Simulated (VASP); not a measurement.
The system is LiF (Griceite).

```
Li F
1.0
     0.00000    2.09182    1.99487
     1.99487    0.00000    1.99487
     1.99487    2.09182    0.00000
Li F
1 1
Direct
  0.00000 0.00000 0.00000
  0.50000 0.50000 0.50000
```

This cell differs from its parent crystal: uniaxial y strain +4.9%.

Base run:

```yaml
Program: VASP 6.6.1
Functional: PBE
Potentials_or_basis: VASP PAW PBE potentials, release 64 (Li_sv, F)
Cutoff: 520 eV
k_mesh: 10 × 10 × 10
Occupations: fermi-dirac, width 0.02 eV
Spin: no spin polarisation
```

Its results: band gap on the k mesh 8.86 eV, direct.

Task: The run is repeated on the same cell with these changes: functional from PBE to r2SCAN; occupations from fermi-dirac, width 0.02 eV to gaussian, width 0.01 eV. What comes out?

Result: Band gap on the k mesh 10.01 eV, direct.

A k mesh can miss the band edges.
